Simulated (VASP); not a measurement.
Input of a VASP 6.6.1 run:

File POSCAR:

```
Li2Se
1.0
    0.0000000000      2.9935210614      2.9935210614
    2.9935210614      0.0000000000      2.9935210614
    2.9935210614      2.9935210614      0.0000000000
Se Li
1 2
Direct
    0.0000000000      0.0000000000      0.0000000000
    0.2500000000      0.2500000000      0.2500000000
    0.7500000000      0.7500000000      0.7500000000
```

File INCAR.step1:

```
SYSTEM = Li2Se
ALGO = Normal
EDIFF = 1E-5
ENCUT = 650
GGA = PE
GGA_COMPAT = .FALSE.
ISIF = 2
ISMEAR = 0
LASPH = .TRUE.
LCHARG = .FALSE.
LREAL = .FALSE.
LWAVE = .TRUE.
NBANDS = 13
NELM = 120
PREC = Accurate
SIGMA = 0.01
```

Contents of INCAR.step2:

```
SYSTEM = Li2Se
ALGO = Normal
EDIFF = 1E-6
ENCUT = 650
GGA = PE
GGA_COMPAT = .FALSE.
HFSCREEN = 0.2079
ISIF = 2
ISMEAR = 0
ISTART = 1
LASPH = .TRUE.
LCHARG = .FALSE.
LHFCALC = .TRUE.
LREAL = .FALSE.
LWAVE = .FALSE.
NBANDS = 13
NELM = 120
PREC = Accurate
PRECFOCK = Normal
SIGMA = 0.01
```

The input KPOINTS:

```
k-points
0
G
  4 4 4
  0 0 0
```

Potentials or basis: VASP PAW PBE potentials, release 64 (Se, Li_sv).

The run is started by

```console
$ cat potpaw_PBE.64/Se/POTCAR potpaw_PBE.64/Li_sv/POTCAR > POTCAR
$ cp INCAR.step1 INCAR
$ mpirun -np 1 vasp_std > vasp.out
$ cp INCAR.step2 INCAR
$ mpirun -np 1 vasp_std > vasp.out
```

What does it give for the pressure?

-0.5 GPa.

What does it give for the band gap on the k mesh?

3.83 eV (least direct gap 4.39 eV).

Caveat: the k points lie up to 0.45 Å⁻¹ apart; the PAW data sets were made with another functional, which shifts forces and pressure a little. A k mesh can miss the band edges.
